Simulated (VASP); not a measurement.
# VSi (rocksalt type) (Fm-3m) in VASP: notebook

The runs below take VSi (rocksalt type) through single point, relaxation of cell and atoms, with LDA.

Program: VASP 6.6.1. These are calculated values, not measurements. Logs are shortened: lines on timing, memory, paths and dates and some standing lists are left out, and cuts for length are marked.

**1. The cell of the first run**

It takes space group Fm-3m (No. 225, cubic). Conventional cell: a = 4.351 Å, b = 4.351 Å, c = 4.351 Å, α = 90.00°, β = 90.00°, γ = 90.00°. Within 2.9 Å of V (site symmetry m-3m) lie 6 Si at 2.18 Å. Si (site symmetry m-3m) has 6 V at 2.18 Å within 2.9 Å.

**2. Single point, LDA**

Contents of INCAR:

```
ALGO     = Normal         # electronic algorithm
EDIFF    = 1E-7           # SCF threshold, eV
ENCUT    = 520            # plane-wave cutoff, eV
GGA      = CA             # functional
ISIF     = 2              # what is computed and relaxed
ISMEAR   = -1             # smearing method
LASPH    = T              # aspherical terms in the spheres
LCHARG   = T              # write CHGCAR
LELF     = T              # ELF
LREAL    = F              # projectors in reciprocal space
LVHAR    = T            
LWAVE    = F              # write WAVECAR
NBANDS   = 16             # bands
NELM     = 60             # most SCF steps
PREC     = Accurate       # precision mode
SIGMA    = 0.1            # smearing width, eV
```

Contents of KPOINTS:

```
k-points
0
Gamma
  15 15 15
```

Contents of POSCAR:

```
VSi
1.0
    0.0000000000      2.1755239424      2.1755239424
    2.1755239424      0.0000000000      2.1755239424
    2.1755239424      2.1755239424      0.0000000000
V Si
1 1
Direct
    0.0000000000      0.0000000000      0.0000000000
    0.5000000000      0.5000000000      0.5000000000
```

Potentials or basis: VASP PAW LDA potentials, release 64 (V_sv, Si).

The run is started by

```
$ cat potpaw_LDA.64/V_sv/POTCAR potpaw_LDA.64/Si/POTCAR > POTCAR
$ mpirun -np 1 vasp_std > vasp.out
```

OUTCAR:

```text
EDIFF = 1E-7
   ENCUT = 520
   GGA = CA
   ISIF = 2
   ISMEAR = -1
   LASPH = T
   LREAL = F
   NELM = 60
   PREC = Accurate

 ion  position               nearest neighbor table
   1  0.000  0.000  0.000-   2 2.18   2 2.18   2 2.18   2 2.18   2 2.18   2 2.18
   2  0.500  0.500  0.500-   1 2.18   1 2.18   1 2.18   1 2.18   1 2.18   1 2.18

  LATTYP: Found a face centered cubic cell.
 ALAT       =     4.3510478848

  Lattice vectors:

 A1 = (   0.0000000000,   2.1755239424,   2.1755239424)
 A2 = (   2.1755239424,   0.0000000000,   2.1755239424)
 A3 = (   2.1755239424,   2.1755239424,   0.0000000000)

Analysis of symmetry for initial positions (statically):
[... 33 lines left out ...]
                                     Primitive cell

  volume of cell :      20.5931

  direct lattice vectors                    reciprocal lattice vectors
     0.000000000  2.175523942  2.175523942    -0.229829693  0.229829693  0.229829693
     2.175523942  0.000000000  2.175523942     0.229829693 -0.229829693  0.229829693
     2.175523942  2.175523942  0.000000000     0.229829693  0.229829693 -0.229829693

  length of vectors
     3.076655465  3.076655465  3.076655465     0.398076706  0.398076706  0.398076706

  position of ions in fractional coordinates (direct lattice)
     0.000000000  0.000000000  0.000000000
     0.500000000  0.500000000  0.500000000

  ion indices of the primitive-cell ions
   primitive index   ion index
                 1           1
                 2           2

----------------------------------------------------------------------------------------

 KPOINTS: k-points

Automatic generation of k-mesh.
 Grid dimensions read from file:
 generate k-points for:   15   15   15

 Generating k-lattice:

  Cartesian coordinates                     Fractional coordinates (reciprocal lattice)
    -0.015321980  0.015321980  0.015321980     0.066666667  0.000000000  0.000000000
     0.015321980 -0.015321980  0.015321980     0.000000000  0.066666667  0.000000000
     0.015321980  0.015321980 -0.015321980     0.000000000  0.000000000  0.066666667

  Length of vectors
     0.026538447  0.026538447  0.026538447

  Shift w.r.t. Gamma in fractional coordinates (k-lattice)
     0.000000000  0.000000000  0.000000000

 Subroutine IBZKPT returns following result:
 ===========================================

 Found    120 irreducible k-points:

 Following reciprocal coordinates:
            Coordinates               Weight
  0.000000  0.000000  0.000000      1.000000
  0.066667  0.000000  0.000000      8.000000
  0.133333  0.000000  0.000000      8.000000
  0.200000  0.000000  0.000000      8.000000
  0.266667  0.000000  0.000000      8.000000
  0.333333  0.000000  0.000000      8.000000
[... 16 lines left out ...]
  0.133333  0.133333  0.000000      6.000000
  0.200000  0.133333  0.000000     24.000000
 [... further k-points ...]
   k-points           NKPTS =    120   k-points in BZ     NKDIM =    120   number of bands    NBANDS=     16
   number of dos      NEDOS =    301   number of ions     NIONS =      2
   total plane-waves  NPLWV =  13824
   dimension x,y,z NGX =    24 NGY =   24 NGZ =   24
   dimension x,y,z NGXF=    48 NGYF=   48 NGZF=   48
   ions per type =               1   1
   NGX,Y,Z   is equivalent  to a cutoff of  12.97, 12.97, 12.97 a.u.
   NGXF,Y,Z  is equivalent  to a cutoff of  25.94, 25.94, 25.94 a.u.
 SYSTEM =  unknown system
   PREC   = accura    normal or accurate (medium, high low for compatibility)
   ISTART =      0    job   : 0-new  1-cont  2-samecut
   ICHARG =      2    charge: 1-file 2-atom 10-const
   ISPIN  =      1    spin polarized calculation?
   LNONCOLLINEAR =      F non collinear calculations
   LSORBIT =      F    spin-orbit coupling
   LASPH  =      T    aspherical Exc in radial PAW
   ENCUT  =  520.0 eV  38.22 Ry    6.18 a.u.   5.72  5.72  5.72*2*pi/ulx,y,z
   NELM   =     60;   NELMIN=  2; NELMDL= -5     # of ELM steps
   EDIFF  = 0.1E-06   stopping-criterion for ELM
   LREAL  =      F    real-space projection
   EDIFFG = 0.1E-05   stopping-criterion for IOM
   NSW    =      0    number of steps for IOM
   IBRION =     -1    ionic relax: 0-MD 1-quasi-New 2-CG
   NFREE  =      0    steps in history (QN), initial steepest desc. (CG)
   ISIF   =      2    stress and relaxation
   ISYM   =      2    0-nonsym 1-usesym 2-fastsym
   POTIM  = 0.5000    time-step for ionic-motion
   TEBEG  =    0.0;   TEEND  =   0.0 temperature during run
   PSTRESS=    0.0 pullay stress
   NELECT =      17.0000    total number of electrons
   NUPDOWN=      -1.0000    fix difference up-down
   EMIN   =  10.00;   EMAX   =-10.00  energy-range for DOS
   EFERMI =   0.00;   METHOD = LEGACY
   ISMEAR =    -1;   SIGMA  =   0.10  broadening in eV -4-tet -1-fermi 0-gaus
   EFERMI_NEDOS =   21; number of points for ismear=-14 and -15
   IALGO  =     38    algorithm
   IMIX   =      4    mixing-type and parameters
     AMIX     =   0.40;   BMIX     =  1.00
     AMIX_MAG =   1.60;   BMIX_MAG =  1.00
  volume/ion in A,a.u.               =      10.30        69.48
  Fermi-wavevector in a.u.,A,eV,Ry     =   1.535739  2.902125 32.089242  2.358493
  Thomas-Fermi vector in A             =   2.642485
   LORBIT       =      0    0 simple, 1 ext, 2 COOP (PROOUT), +10 PAW based schemes
   GGA     = CA    functional components
   LHFCALC =     F    Hartree Fock is set to
   AEXX    =    0.0000 exact exchange contribution
   IVDW    =     0    specifies the selected vdW correction
   LEPSILON=     F    determine dielectric tensor
   LRPA    =     F    only Hartree local field effects (RPA)
 non-spin polarized calculation
  energy-cutoff  :      520.00
  volume of cell :       20.59
 maximum number of plane-waves:       568
   NGX = 11   NGY = 11   NGZ = 11

 number of electron      17.0000001 magnetization

 Free energy of the ion-electron system (eV)
  ---------------------------------------------------
  ext. energy  EPLUGINS =         0.00000000
  ---------------------------------------------------
  free energy    TOTEN  =       -14.63910998 eV

  energy without entropy =      -14.60245415  energy(sigma->0) =      -14.62078207

 E-fermi :  14.2619     XC(G=0): -13.6328

 val. band max:       14.2540241867   @ k =   0.3333   0.2667   0.0667
 cond. band min:      14.2626384001   @ k =   0.3333   0.2667   0.0000
 fundamental gap:      0.0086142135
 Fermi energy:        14.2619377494

 k-point     1 :       0.0000    0.0000    0.0000
  band No.  band energies     occupation
      1     -48.8827      2.00000
      2     -23.1834      2.00000
      3     -23.1834      2.00000
      4     -23.1834      2.00000
      5       1.0757      2.00000
      6      12.4518      2.00000
[... 8 lines left out ...]
     15      28.3386      0.00000
     16      28.3386      0.00000

 k-point     2 :       0.0667    0.0000    0.0000
  band No.  band energies     occupation
      1     -48.8806      2.00000
      2     -23.1995      2.00000
      3     -23.1855      2.00000
      4     -23.1855      2.00000
      5       1.1944      2.00000
      6      12.2884      2.00000
[... 8 lines left out ...]
     15      28.2521      0.00000
     16      28.2521      0.00000

 k-point     3 :       0.1333    0.0000    0.0000
  band No.  band energies     occupation
      1     -48.8747      2.00000
      2     -23.2447      2.00000
      3     -23.1916      2.00000
      4     -23.1916      2.00000
      5       1.5448      2.00000
      6      11.8263      2.00000
[... 8 lines left out ...]
     15      27.9355      0.00000
     16      27.9355      0.00000

 k-point     4 :       0.2000    0.0000    0.0000
  band No.  band energies     occupation
      1     -48.8661      2.00000
      2     -23.3107      2.00000
      3     -23.2005      2.00000
      4     -23.2005      2.00000
      5       2.1110      2.00000
      6      11.1287      2.00000
[... 8 lines left out ...]
     15      27.2796      0.00000
     16      27.2796      0.00000

 k-point     5 :       0.2667    0.0000    0.0000
  band No.  band energies     occupation
      1     -48.8562      2.00000
      2     -23.3857      2.00000
      3     -23.2107      2.00000
      4     -23.2107      2.00000
      5       2.8672      2.00000
      6      10.2592      2.00000
[... 8 lines left out ...]
     15      26.3568      0.00000
     16      26.3568      0.00000

 k-point     6 :       0.3333    0.0000    0.0000
  band No.  band energies     occupation
      1     -48.8467      2.00000
      2     -23.4565      2.00000
      3     -23.2204      2.00000
      4     -23.2204      2.00000
      5       3.7804      2.00000
      6       9.2664      2.00000
[... 8 lines left out ...]
     15      25.5052      0.00000
     16      25.5052      0.00000
[... 267 lines left out ...]
 k-point    21 :      -0.1333    0.0667    0.0000
  band No.  band energies     occupation
      1     -48.8705      2.00000
      2     -23.2713      2.00000
      3     -23.2059      2.00000
      4     -23.1919      2.00000
      5       1.8106      2.00000
      6      11.5853      2.00000
[... 8 lines left out ...]
     15      26.9670      0.00000
     16      28.0525      0.00000

 k-point    22 :      -0.0667    0.0667    0.0000
  band No.  band energies     occupation
      1     -48.8773      2.00000
      2     -23.2221      2.00000
      3     -23.1945      2.00000
      4     -23.1866      2.00000
      5       1.3898      2.00000
      6      12.0748      2.00000
[... 8 lines left out ...]
     15      27.7020      0.00000
     16      28.2820      0.00000

 k-point    23 :       0.1333    0.1333    0.0000
  band No.  band energies     occupation
      1     -48.8722      2.00000
      2     -23.2440      2.00000
      3     -23.2043      2.00000
      4     -23.2043      2.00000
      5       1.6922      2.00000
      6      11.8979      2.00000
[... 8 lines left out ...]
     15      27.6984      0.00000
     16      27.6984      0.00000

 k-point    24 :       0.2000    0.1333    0.0000
  band No.  band energies     occupation
      1     -48.8658      2.00000
      2     -23.2865      2.00000
      3     -23.2150      2.00000
      4     -23.2124      2.00000
      5       2.0975      2.00000
      6      11.4664      2.00000
[... 8 lines left out ...]
     15      27.0818      0.00000
     16      27.5114      0.00000

 [... further k-points ...]
[... 5 lines left out ...]
  --------------------------------------------------------------------------------------
  -------------------------------------------------------------------------------------
  Total       10.2874664     10.2874664     10.2874664      0.0000000      0.0000000      0.0000000
  in kB      800.3821912    800.3821912    800.3821912      0.0000000      0.0000000      0.0000000
  external PRESSURE =     800.3821912 kB  Pullay stress =       0.0000000 kB

 VOLUME and BASIS-vectors are now :
 -----------------------------------------------------------------------------
  energy-cutoff  :      520.00
  volume of cell :       20.59
      direct lattice vectors                 reciprocal lattice vectors
     0.000000000  2.175523942  2.175523942    -0.229829693  0.229829693  0.229829693
     2.175523942  0.000000000  2.175523942     0.229829693 -0.229829693  0.229829693
     2.175523942  2.175523942  0.000000000     0.229829693  0.229829693 -0.229829693

 POSITION                                       TOTAL-FORCE (eV/Angst)
 -----------------------------------------------------------------------------------
      0.00000      0.00000      0.00000         0.000000      0.000000      0.000000
      2.17552      2.17552      2.17552         0.000000      0.000000      0.000000
 -----------------------------------------------------------------------------------
    total drift:                                0.000000     -0.000000     -0.000000

  FREE ENERGIE OF THE ION-ELECTRON SYSTEM (eV)
  ---------------------------------------------------
  free  energy   TOTEN  =       -14.6391099835 eV

  energy  without entropy=      -14.6024541535  energy(sigma->0) =      -14.62078207
```

Run time: 15 s. Hardware: 1 thread of Intel Xeon 6975P-C (Granite Rapids), shared host; peak memory 0.15 GiB.

What came out:

| Property | Result |
| --- | --- |
| Free energy | -14.6391 eV |
| Pressure | 80.0 GPa |

Levels at points of the mesh, in eV from the Fermi level:
```
           k point  band 4  band 5  band 6  band 7  band 8  band 9  band 10  band 11  band 12  band 13
(0.00, 0.00, 0.00)  -37.45  -13.19   -1.81   -1.81   -1.81   -1.07    -1.07     5.43     5.43     5.43
```

**3. Single point, LDA**

Contents of INCAR:

```
SYSTEM = VSi
PREC = Accurate
ENCUT = 520
EDIFF = 1E-6
ISMEAR = -1
SIGMA = 0.1
LREAL = .FALSE.
LASPH = .TRUE.
NELM = 100
ALGO = Normal
ISIF = 2
LWAVE = .FALSE.
LCHARG = .FALSE.
NBANDS = 16
```

Contents of KPOINTS:

```
Automatic mesh
0
G
  15 15 15
  0 0 0
```

POSCAR is that of step 2.

Potentials or basis: VASP PAW LDA potentials, release 64 (V_sv, Si).

The run is started by

```
$ cat potpaw_LDA.64/V_sv/POTCAR potpaw_LDA.64/Si/POTCAR > POTCAR
$ mpirun -np 1 vasp_std > vasp.out
```

It took 9.9 s on 1 thread of Intel Xeon 6975P-C (Granite Rapids), shared host; peak memory 0.15 GiB.

The run converged. Its results:

```yaml
Free_energy: -14.6391 eV
Pressure: 80.2 GPa
```

Levels at points of the mesh, in eV from the Fermi level:
| k point | band 6 | band 7 | band 8 | band 9 | band 10 | band 11 |
| --- | --- | --- | --- | --- | --- | --- |
| (0.00, 0.00, 0.00) | -1.81 | -1.81 | -1.81 | -1.07 | -1.07 | 5.43 |

**4. Relaxation of cell and atoms, LDA, target pressure 79 GPa, at which the enthalpy is minimised**

Contents of INCAR:

```
SYSTEM = VSi
PREC = Accurate
ENCUT = 600
EDIFF = 1E-6
ISMEAR = -1
SIGMA = 0.1
LREAL = .False.
LASPH = .True.
NELM = 80
ALGO = Normal
ISIF = 3
LWAVE = .False.
LCHARG = .False.
GGA = CA
IBRION = 2
NSW = 60
EDIFFG = -0.005
PSTRESS = 790.0
```

Contents of KPOINTS:

```
Automatic mesh
0
Gamma
  15 15 15
  0 0 0
```

Contents of POSCAR:

```
VSi
1.0
    0.0000000000      2.1756103161      2.1756103161
    2.1756103161      0.0000000000      2.1756103161
    2.1756103161      2.1756103161      0.0000000000
V Si
1 1
Direct
    0.0000000000      0.0000000000      0.0000000000
    0.5000000000      0.5000000000      0.5000000000
```

The run is started by

```
$ cat potpaw_LDA.64/V_sv/POTCAR potpaw_LDA.64/Si/POTCAR > POTCAR
$ mpirun -np 1 vasp_std > vasp.out
```

Run time: 48 s. Hardware: 1 thread of Intel Xeon Platinum 8488C (Sapphire Rapids), shared host; peak memory 0.17 GiB.

The run converged. Its results:

```
Free energy                                            : -14.6647 eV
Relaxed volume                                         : 10.32 Å³/atom
Relaxed cell                                           : a = 3.079 Å, b = 3.079 Å, c = 3.079 Å, α = 60.00°, β = 60.00°, γ = 60.00°
Space group after relaxing (to 0.05 Å)                 : Fm-3m (No. 225)
Energy change on relaxing (the enthalpy is what falls) : -12.0 meV/atom
Ionic steps                                            : 3
Pressure after relaxing                                : 79.0 GPa
```

The path:
```
step  energy change (eV)  largest force (eV/Å)  pressure (GPa)  volume (Å³)
   1              0.0000                0.0000           80.01        20.60
   2             -0.0948                0.0000           76.04        20.79
   3             -0.0239                0.0000           79.01        20.64
```

Final structure:
```
CELL_PARAMETERS angstrom
0.00000 2.17731 2.17731
2.17731 0.00000 2.17731
2.17731 2.17731 0.00000
ATOMIC_POSITIONS crystal
V 0.00000 0.00000 0.00000
Si 0.50000 0.50000 0.50000
```

Levels at points of the mesh, in eV from the Fermi level:
```
           k point  band 6  band 7  band 8  band 9  band 10  band 11
(0.00, 0.00, 0.00)   -1.80   -1.80   -1.80   -1.06    -1.06     5.41
```

Caveat: the cell is relaxed towards a set pressure, so the enthalpy falls and the energy may rise.

**5. Relaxation of cell and atoms, LDA, target pressure 79 GPa, at which the enthalpy is minimised**

Contents of INCAR:

```
  ALGO = Normal
  EDIFF = 1E-6
  EDIFFG = -0.005
  ENCUT = 600
  IBRION = 2
  ISIF = 3
  ISMEAR = -1
  LASPH = T
  LCHARG = F
  LREAL = F
  LWAVE = F
  NELM = 60
  NSW = 32
  PREC = Accurate
  PSTRESS = 790.0
  SIGMA = 0.1
```

Contents of KPOINTS:

```
k-points
0
Gamma
  15 15 15
```

Contents of POSCAR:

```
VSi
1.0
    0.0000000000      2.1755239424      2.1755239424
    2.1755239424      0.0000000000      2.1755239424
    2.1755239424      2.1755239424      0.0000000000
V Si
1 1
Direct
    0.0000000000      0.0000000000      0.0000000000
    0.5000000000      0.5000000000      0.5000000000
```

The run is started by

```
$ cat potpaw_LDA.64/V_sv/POTCAR potpaw_LDA.64/Si/POTCAR > POTCAR
$ mpirun -np 1 vasp_std > vasp.out
```

It took 45 s on 1 thread of Intel Xeon Platinum 8488C (Sapphire Rapids), shared host; peak memory 0.17 GiB.

Results (log left out):

```
Free energy                                            : -14.6647 eV
Relaxed volume                                         : 10.32 Å³/atom
Relaxed cell                                           : a = 3.079 Å, b = 3.079 Å, c = 3.079 Å, α = 60.00°, β = 60.00°, γ = 60.00°
Space group after relaxing (to 0.05 Å)                 : Fm-3m (No. 225)
Energy change on relaxing (the enthalpy is what falls) : -12.6 meV/atom
Ionic steps                                            : 3
Pressure after relaxing                                : 79.0 GPa
```

Step by step:
| step | energy change (eV) | largest force (eV/Å) | pressure (GPa) | volume (Å³) |
| --- | --- | --- | --- | --- |
| 1 | 0.0000 | 0.0000 | 80.06 | 20.59 |
| 2 | -0.0994 | 0.0000 | 75.90 | 20.80 |
| 3 | -0.0251 | 0.0000 | 79.01 | 20.64 |

Final structure:
```xyz
2
Lattice="0.0000 2.1773 2.1773 2.1773 0.0000 2.1773 2.1773 2.1773 0.0000" Properties=species:S:1:pos:R:3 pbc="T T T"
V     0.0000    0.0000    0.0000
Si    2.1773    2.1773    2.1773
```

Levels at points of the mesh, in eV from the Fermi level:
```
           k point  band 5  band 6  band 7  band 8  band 9  band 10  band 11  band 12
(0.00, 0.00, 0.00)  -13.17   -1.80   -1.80   -1.80   -1.06    -1.06     5.41     5.41
```

Caveat: the cell is relaxed towards a set pressure, so the enthalpy falls and the energy may rise.
